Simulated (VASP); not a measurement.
# Ge in VASP: single point with PBE

Aim: the single point of Ge with PBE.

All numbers are computed with VASP 6.6.1; they aren't measurements. Logs are shortened: lines on timing, memory, paths and dates and some standing lists are left out, and cuts for length are marked.

### Step 1. The cell of the first run

The cell holds a slab with vacuum, 8 atoms: a = 4.074 Å, b = 4.074 Å, c = 26.082 Å, α = 90.00°, β = 90.00°, γ = 90.00°.

### Step 2. Single point, PBE

Contents of INCAR:

```
PREC = Accurate
ENCUT = 520
EDIFF = 1E-6
ISMEAR = -1
SIGMA = 0.02
LREAL = F
LASPH = T
NELM = 60
ALGO = Normal
ISIF = 2
LWAVE = F
LCHARG = T
LDIPOL = T
IDIPOL = 3
DIPOL = 0.5 0.5 0.500
GGA = PE
LELF = T
LVHAR = T
LVACPOTAV = T
NBANDS = 66
```

Contents of KPOINTS:

```
Automatic mesh
0
Gamma
  6 6 1
```

Contents of POSCAR:

```
Ge
1.0
    4.0736070245      0.0000000000      0.0000000000
    0.0000000000      4.0736070245      0.0000000000
    0.0000000000      0.0000000000     26.0817000000
Ge
8
Direct
    0.0000000000      0.2500000000      0.3041257727
    0.5000000000      0.2500000000      0.3612652701
    0.5000000000      0.7500000000      0.4166213526
    0.0000000000      0.7500000000      0.4724511589
    0.0000000000      0.2500000000      0.5275488411
    0.5000000000      0.2500000000      0.5833786475
    0.5000000000      0.7500000000      0.6387347300
    0.0000000000      0.7500000000      0.6958742276
```

Potentials or basis: VASP PAW PBE potentials, release 64 (Ge_d).

Started as:

```console
cat potpaw_PBE.64/Ge_d/POTCAR > POTCAR
mpirun -np 1 vasp_std > vasp.out
```

OUTCAR:

```text
PREC = Accurate
   ENCUT = 520
   EDIFF = 1E-6
   ISMEAR = -1
   LREAL = F
   LASPH = T
   NELM = 60
   ISIF = 2
   GGA = PE

 ion  position               nearest neighbor table
   1  0.000  0.250  0.304-   2 2.52   2 2.52
   2  0.500  0.250  0.361-   3 2.50   3 2.50   1 2.52   1 2.52
   3  0.500  0.750  0.417-   2 2.50   2 2.50   4 2.50   4 2.50
   4  0.000  0.750  0.472-   5 2.49   5 2.49   3 2.50   3 2.50
   5  0.000  0.250  0.528-   4 2.49   4 2.49   6 2.50   6 2.50
   6  0.500  0.250  0.583-   7 2.50   7 2.50   5 2.50   5 2.50
   7  0.500  0.750  0.639-   6 2.50   6 2.50   8 2.52   8 2.52
   8  0.000  0.750  0.696-   7 2.52   7 2.52

  LATTYP: Found a simple tetragonal cell.
 ALAT       =     4.0736070245
 C/A-ratio  =     6.4026058093

  Lattice vectors:

 A1 = (   4.0736070245,   0.0000000000,   0.0000000000)
 A2 = (   0.0000000000,   4.0736070245,   0.0000000000)
 A3 = (   0.0000000000,   0.0000000000,  26.0817000000)

Analysis of symmetry for initial positions (statically):
=====================================================================
 Subroutine PRICEL returns:
 Original cell was already a primitive cell.

 Routine SETGRP: Setting up the symmetry group for a
 simple tetragonal supercell.

 Subroutine GETGRP returns: Found  8 space group operations
 (whereof  4 operations were pure point group operations)
 out of a pool of 16 trial point group operations.

The static configuration has the point symmetry C_2h.
 The point group associated with its full space group is D_2h.

Analysis of symmetry for dynamics (positions and initial velocities):
=====================================================================
 Subroutine PRICEL returns:
 Original cell was already a primitive cell.

 Routine SETGRP: Setting up the symmetry group for a
 simple tetragonal supercell.

 Subroutine GETGRP returns: Found  8 space group operations
 (whereof  4 operations were pure point group operations)
 out of a pool of 16 trial point group operations.

The dynamic configuration has the point symmetry C_2h.
 The point group associated with its full space group is D_2h.

 Subroutine INISYM returns: Found  8 space group operations
 (whereof  4 operations are pure point group operations),
 and found     1 'primitive' translations

----------------------------------------------------------------------------------------

                                     Primitive cell

  volume of cell :     432.8069

  direct lattice vectors                    reciprocal lattice vectors
     4.073607025  0.000000000  0.000000000     0.245482687  0.000000000  0.000000000
     0.000000000  4.073607025  0.000000000     0.000000000  0.245482687  0.000000000
     0.000000000  0.000000000 26.081700000     0.000000000  0.000000000  0.038341059

  length of vectors
     4.073607025  4.073607025 26.081700000     0.245482687  0.245482687  0.038341059

  position of ions in fractional coordinates (direct lattice)
     0.000000000  0.250000000  0.304125773
     0.500000000  0.250000000  0.361265270
     0.500000000  0.750000000  0.416621353
     0.000000000  0.750000000  0.472451159
     0.000000000  0.250000000  0.527548841
     0.500000000  0.250000000  0.583378647
     0.500000000  0.750000000  0.638734730
     0.000000000  0.750000000  0.695874228

  ion indices of the primitive-cell ions
   primitive index   ion index
                 1           1
                 2           2
                 3           3
                 4           4
                 5           5
                 6           6
                 7           7
                 8           8

----------------------------------------------------------------------------------------

 KPOINTS: Automatic mesh

Automatic generation of k-mesh.
 Grid dimensions read from file:
 generate k-points for:    6    6    1

 Generating k-lattice:

  Cartesian coordinates                     Fractional coordinates (reciprocal lattice)
     0.040913781  0.000000000  0.000000000     0.166666667  0.000000000  0.000000000
     0.000000000  0.040913781  0.000000000     0.000000000  0.166666667  0.000000000
     0.000000000  0.000000000  0.038341059     0.000000000  0.000000000  1.000000000

  Length of vectors
     0.040913781  0.040913781  0.038341059

  Shift w.r.t. Gamma in fractional coordinates (k-lattice)
     0.000000000  0.000000000  0.000000000

 Subroutine IBZKPT returns following result:
 ===========================================

 Found     16 irreducible k-points:

 Following reciprocal coordinates:
            Coordinates               Weight
  0.000000  0.000000  0.000000      1.000000
  0.166667  0.000000  0.000000      2.000000
  0.000000  0.166667  0.000000      2.000000
  0.333333  0.000000  0.000000      2.000000
  0.000000  0.333333  0.000000      2.000000
  0.500000  0.000000  0.000000      1.000000
[... 8 lines left out ...]
 -0.333333  0.500000  0.000000      2.000000
  0.500000  0.500000  0.000000      1.000000
   k-points           NKPTS =     16   k-points in BZ     NKDIM =     16   number of bands    NBANDS=     66
   number of dos      NEDOS =    301   number of ions     NIONS =      8
   total plane-waves  NPLWV = 176400
   dimension x,y,z NGX =    30 NGY =   30 NGZ =  196
   dimension x,y,z NGXF=    60 NGYF=   60 NGZF=  392
   ions per type =               8
   NGX,Y,Z   is equivalent  to a cutoff of  12.24, 12.24, 12.49 a.u.
   NGXF,Y,Z  is equivalent  to a cutoff of  24.49, 24.49, 24.99 a.u.
 SYSTEM =  unknown system
   PREC   = accura    normal or accurate (medium, high low for compatibility)
   ISTART =      0    job   : 0-new  1-cont  2-samecut
   ICHARG =      2    charge: 1-file 2-atom 10-const
   ISPIN  =      1    spin polarized calculation?
   LNONCOLLINEAR =      F non collinear calculations
   LSORBIT =      F    spin-orbit coupling
   LASPH  =      T    aspherical Exc in radial PAW
   ENCUT  =  520.0 eV  38.22 Ry    6.18 a.u.   7.57  7.57 48.49*2*pi/ulx,y,z
   NELM   =     60;   NELMIN=  2; NELMDL= -5     # of ELM steps
   EDIFF  = 0.1E-05   stopping-criterion for ELM
   LREAL  =      F    real-space projection
   EDIFFG = 0.1E-04   stopping-criterion for IOM
   NSW    =      0    number of steps for IOM
   IBRION =     -1    ionic relax: 0-MD 1-quasi-New 2-CG
   NFREE  =      0    steps in history (QN), initial steepest desc. (CG)
   ISIF   =      2    stress and relaxation
   ISYM   =      2    0-nonsym 1-usesym 2-fastsym
   POTIM  = 0.5000    time-step for ionic-motion
   TEBEG  =    0.0;   TEEND  =   0.0 temperature during run
   PSTRESS=    0.0 pullay stress
   NELECT =     112.0000    total number of electrons
   NUPDOWN=      -1.0000    fix difference up-down
   EMIN   =  10.00;   EMAX   =-10.00  energy-range for DOS
   EFERMI =   0.00;   METHOD = LEGACY
   ISMEAR =    -1;   SIGMA  =   0.02  broadening in eV -4-tet -1-fermi 0-gaus
   EFERMI_NEDOS =   21; number of points for ismear=-14 and -15
   IALGO  =     38    algorithm
   IMIX   =      4    mixing-type and parameters
     AMIX     =   0.40;   BMIX     =  1.00
     AMIX_MAG =   1.60;   BMIX_MAG =  1.00
  volume/ion in A,a.u.               =      54.10       365.09
  Fermi-wavevector in a.u.,A,eV,Ry     =   1.043237  1.971431 14.807798  1.088342
  Thomas-Fermi vector in A             =   2.177937
   LORBIT       =      0    0 simple, 1 ext, 2 COOP (PROOUT), +10 PAW based schemes
   GGA     = PE    functional components
   LHFCALC =     F    Hartree Fock is set to
   AEXX    =    0.0000 exact exchange contribution
   IVDW    =     0    specifies the selected vdW correction
   LEPSILON=     F    determine dielectric tensor
   LRPA    =     F    only Hartree local field effects (RPA)
 non-spin polarized calculation
  energy-cutoff  :      520.00
  volume of cell :      432.81
 maximum number of plane-waves:     11709
   NGX = 15   NGY = 15   NGZ = 97

 dipolmoment           0.000000      0.000000     -0.000000 electrons x Angstroem

 number of electron     111.9999900 magnetization

 dipolmoment           0.000000      0.000000      0.000000 electrons x Angstroem

 Free energy of the ion-electron system (eV)
  ---------------------------------------------------
  ext. energy  EPLUGINS =         0.00000000
  ---------------------------------------------------
  free energy    TOTEN  =       -33.22396488 eV

  energy without entropy =      -33.21852213  energy(sigma->0) =      -33.22124350

 E-fermi :  -1.0042     XC(G=0):  -4.9784

 val. band max:       -1.0791313401   @ k =   0.0000   0.1667   0.0000
 cond. band min:      -0.9912702127   @ k =   0.3333   0.3333   0.0000
 fundamental gap:      0.0878611273
 Fermi energy:        -1.0041510705

 k-point     1 :       0.0000    0.0000    0.0000
  band No.  band energies     occupation
      1     -25.4343      2.00000
      2     -25.4210      2.00000
      3     -25.4195      2.00000
      4     -25.3936      2.00000
      5     -25.3817      2.00000
      6     -25.3461      2.00000
[... 58 lines left out ...]
     65       1.7464      0.00000
     66       2.5566      0.00000

 k-point     2 :       0.1667    0.0000    0.0000
  band No.  band energies     occupation
      1     -25.4405      2.00000
      2     -25.4224      2.00000
      3     -25.4196      2.00000
      4     -25.3882      2.00000
      5     -25.3731      2.00000
      6     -25.3531      2.00000
[... 58 lines left out ...]
     65       2.9048      0.00000
     66       3.1514      0.00000

 k-point     3 :       0.0000    0.1667    0.0000
  band No.  band energies     occupation
      1     -25.4344      2.00000
      2     -25.4270      2.00000
      3     -25.4225      2.00000
      4     -25.3946      2.00000
      5     -25.3699      2.00000
      6     -25.3409      2.00000
[... 886 lines left out ...]
     65       3.5177      0.00000
     66       3.5177      0.00000

 k-point    16 :       0.5000    0.5000    0.0000
  band No.  band energies     occupation
      1     -25.4377      2.00000
      2     -25.4377      2.00000
      3     -25.4086      2.00000
      4     -25.4086      2.00000
      5     -25.3377      2.00000
      6     -25.3377      2.00000
[... 58 lines left out ...]
     65       3.8675      0.00000
     66       3.8675      0.00000

------------------------ aborting loop because EDIFF is reached ----------------------------------------

  FORCE on cell =-STRESS in cart. coord.  units (eV):
  Direction    XX          YY          ZZ          XY          YZ          ZX
  --------------------------------------------------------------------------------------
  -------------------------------------------------------------------------------------
  Total       -1.3466885     -1.6847229     -0.0082135      0.0000000     -0.0000000      0.0000000
  in kB       -4.9852114     -6.2365571     -0.0304049      0.0000000     -0.0000000      0.0000000
  external PRESSURE =      -3.7507245 kB  Pullay stress =       0.0000000 kB

 VOLUME and BASIS-vectors are now :
 -----------------------------------------------------------------------------
  energy-cutoff  :      520.00
  volume of cell :      432.81
      direct lattice vectors                 reciprocal lattice vectors
     4.073607025  0.000000000  0.000000000     0.245482687  0.000000000  0.000000000
     0.000000000  4.073607025  0.000000000     0.000000000  0.245482687  0.000000000
     0.000000000  0.000000000 26.081700000     0.000000000  0.000000000  0.038341059

 POSITION                                       TOTAL-FORCE (eV/Angst)
 -----------------------------------------------------------------------------------
      0.00000      1.01840      7.93212         0.000000     -0.000000     -0.002910
      2.03680      1.01840      9.42241         0.000000     -0.000000     -0.000711
      2.03680      3.05521     10.86619         0.000000     -0.000000      0.005414
      0.00000      3.05521     12.32233         0.000000     -0.000000     -0.001601
      0.00000      1.01840     13.75937        -0.000000     -0.000000      0.001601
      2.03680      1.01840     15.21551         0.000000     -0.000000     -0.005414
      2.03680      3.05521     16.65929         0.000000      0.000000      0.000711
      0.00000      3.05521     18.14958        -0.000000      0.000000      0.002910
 -----------------------------------------------------------------------------------
    total drift:                                0.000000      0.000000      0.000003

  FREE ENERGIE OF THE ION-ELECTRON SYSTEM (eV)
  ---------------------------------------------------
  free  energy   TOTEN  =       -33.2239648770 eV

  energy  without entropy=      -33.2185221317  energy(sigma->0) =      -33.22124350

 vacuum level on the upper side and lower side of the slab         4.008         4.008
```

Wall time 19 min (1 thread of Intel Xeon Platinum 8375C at 2.90GHz (Ice Lake), shared host); peak memory 0.6 GiB.

Results:

* Free energy: -33.2240 eV
* Largest force: 0.005 eV/Å
* Band gap on the k mesh: zero (bands 56 and 57 overlap by 0.84 eV)

Forces on the atoms (eV/Å):
```
Ge   0.000  0.000 -0.003
Ge   0.000  0.000 -0.001
Ge   0.000  0.000  0.005
Ge   0.000  0.000 -0.002
Ge   0.000  0.000  0.002
Ge   0.000  0.000 -0.005
Ge   0.000  0.000  0.001
Ge   0.000  0.000  0.003
```

Levels at points of the mesh, in eV from the Fermi level:
```tsv
k point	band 53	band 54	band 55	band 56	band 57	band 58	band 59	band 60
(0.00, 0.00, 0.00)	-0.60	-0.48	0.16	0.55	1.33	1.38	1.66	1.85
(0.50, 0.00, 0.00)	-1.00	-0.84	-0.79	-0.34	1.04	1.65	2.03	2.34
(0.00, 0.50, 0.00)	-0.87	-0.87	-0.47	-0.47	0.14	0.14	1.91	1.91
(0.50, 0.50, 0.00)	-2.46	-2.46	-0.76	-0.76	-0.29	-0.29	1.92	1.92
```

The gap in the log of VASP goes by the Fermi energy; the results here count the filled bands.